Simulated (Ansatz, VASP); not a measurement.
## AlNi in VASP and in Ansatz

File INCAR:

```
SYSTEM = AlNi
  ALGO = Normal
  EDIFF = 1E-7
  EDIFFG = -0.005
  ENCUT = 600
  GGA = PE
  IBRION = 2
  ISIF = 3
  ISMEAR = -1
  LASPH = .True.
  LCHARG = .False.
  LREAL = .False.
  LWAVE = .False.
  NELM = 100
  NSW = 60
  PREC = Accurate
  SIGMA = 0.08
```

KPOINTS

```
k-points
0
Gamma
  14 14 14
  0 0 0
```

Contents of POSCAR:

```
AlNi
1.0
    0.0000000000      2.4244436911      2.4244436911
    2.4244436911      0.0000000000      2.4244436911
    2.4244436911      2.4244436911      0.0000000000
Ni Al
1 1
Direct
    0.0000000000      0.0000000000      0.0000000000
    0.5000000000      0.5000000000      0.5000000000
```

Input for Ansatz:

```yaml
crystal:
  lattice:
    - [0.0, 2.4244436911, 2.4244436911]
    - [2.4244436911, 0.0, 2.4244436911]
    - [2.4244436911, 2.4244436911, 0.0]
  atoms:
    - { symbol: Ni, position: [0.0, 0.0, 0.0] }
    - { symbol: Al, position: [0.5, 0.5, 0.5] }
kpoints:
  mp_grid: { grid: [14, 14, 14] }
scf:
  occupations: { method: fermi_dirac, width: 0.08 }
hamiltonian:
  xc: pbe
  pseudopotentials: { kind: paw }
output:
  forces: true
  stress: true
  write_density: true
  write_potential: true
  elf: true
  volumetric_format: npy
relax:
  f_tol: 0.005
  max_steps: 40
  cell: {}
```

Alike in both runs: task relaxation of cell and atoms; functional PBE; k mesh 14 × 14 × 14; occupations fermi-dirac, width 0.08 eV; no spin polarisation.

|  | VASP | Ansatz |
| --- | --- | --- |
| version | VASP 6.6.1 | Ansatz 0.2.0 |
| potentials or method | VASP PAW PBE potentials, release 64 (Ni, Al) | PAW with Ansatz's default frozen-core files, scalar-relativistic |
| plane-wave cutoff (eV) | 600 | 420 |
| valence electrons in the cell | 13 | 21 |

Ansatz gave:

- relaxed volume (Å³/atom): 14.34
- relaxed cell length with the largest relative difference (Å): 3.436

Task: What did VASP give for the same quantities?

Result: Relaxed volume (Å³/atom): 14.33; relaxed cell length with the largest relative difference (Å): 3.435.

VASP's potentials hold 13 valence electrons a cell and Ansatz's 21, so a difference there can come from the potentials and not from the codes.
